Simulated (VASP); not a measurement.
A run of VASP 6.6.1 is set up as follows.

The input INCAR:

```
GGA = PE
ISMEAR = 0
SIGMA = 0.03
LWAVE = F
LCHARG = F
ISIF = 2
NSW = 120
PREC = Accurate
LASPH = T
LREAL = F
ALGO = Normal
EDIFF = 1E-7
NELM = 120
GGA_COMPAT = F
IBRION = 2
EDIFFG = -0.002
NELMIN = 4
ENCUT = 640
EFERMI = MIDGAP
KPAR = 4
```

Contents of KPOINTS:

```
Automatic mesh
0
Gamma
  7 7 7
  0 0 0
```

File POSCAR:

```
CdF2
1.0
    0.0000000000      2.6940000000      2.6940000000
    2.6940000000      0.0000000000      2.6940000000
    2.6940000000      2.6940000000      0.0000000000
Cd F
1 2
Direct
   -0.0122510000      0.0230010000     -0.0249500000
    0.7224690000      0.7556410000      0.7603010000
    0.2445020000      0.2464040000      0.2489950000
```

Potentials or basis: VASP PAW PBE potentials, release 64 (Cd, F).

Run with:

```bash
$ cat potpaw_PBE.64/Cd/POTCAR potpaw_PBE.64/F/POTCAR > POTCAR
$ mpirun -np 4 vasp_std > vasp.out
```

Estimate the energy gained by relaxing.

11.8 meV/atom.

Estimate the band gap on the k mesh.

3.13 eV (least direct gap 3.57 eV).

Step by step:
| step | energy change (eV) | largest force (eV/Å) | pressure (GPa) |
| --- | --- | --- | --- |
| 1 | 0.0000 | 0.5341 | 6.56 |
| 2 | -0.0205 | 0.3307 | 6.18 |
| 3 | -0.0344 | 0.0955 | 5.94 |
| 4 | -0.0344 | 0.0941 | 5.93 |
| 5 | -0.0351 | 0.0505 | 5.92 |
| 6 | -0.0354 | 0.0147 | 5.92 |
| 7 | -0.0354 | 0.0044 | 5.92 |
| 8 | -0.0354 | 0.0011 | 5.92 |

Caveat: the cell differs from its parent crystal (atoms moved at random); an odd mesh through Γ misses points on the zone boundary, where band edges can lie.
